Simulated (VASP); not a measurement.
ZnO, 2 atoms in the cell. Symmetry: R-3m, No. 166, trigonal system. Conventional cell: a = 2.902 Å, b = 2.902 Å, c = 7.624 Å, α = 90.00°, β = 90.00°, γ = 120.00°. Zn (site symmetry -3m) has 6 O at 2.10 Å and 12 Zn at 2.90 to 3.04 Å within 3.1 Å. Within 3.1 Å of O (site symmetry -3m) lie 6 Zn at 2.10 Å and 12 O at 2.90 to 3.04 Å.  This cell differs from its parent crystal: epitaxial 111 strain -3.8%.

- Program: VASP 6.6.1
- Task: single point
- Functional: PBE
- Potentials or basis: VASP PAW PBE potentials, release 64 (Zn, O_h)
- Cutoff: 1340 eV
- k mesh: 10 × 10 × 10
- Occupations: fermi-dirac, width 0.02 eV
- Spin: no spin polarisation
- Dipole correction: no
- Further INCAR settings: ALGO = Normal; EDIFF = 1e-06; NBANDS = 16

Potentials or basis: VASP PAW PBE potentials, release 64 (Zn, O_h).

Launch:

```console
$ cat potpaw_PBE.64/Zn/POTCAR potpaw_PBE.64/O_h/POTCAR > POTCAR
$ mpirun -np 1 vasp_std > vasp.out
```

Hardware: 1 thread of Intel(R) Xeon(R) Platinum 8259CL CPU @ 2.50GHz (Skylake/Cascade Lake), on a shared host.

Estimate the wall time of this run.

It took 110 s on 1 thread of Intel(R) Xeon(R) Platinum 8259CL CPU @ 2.50GHz (Skylake/Cascade Lake), on a shared host, peak memory 0.3 GiB. Counts: scf iterations 12, k points 116.
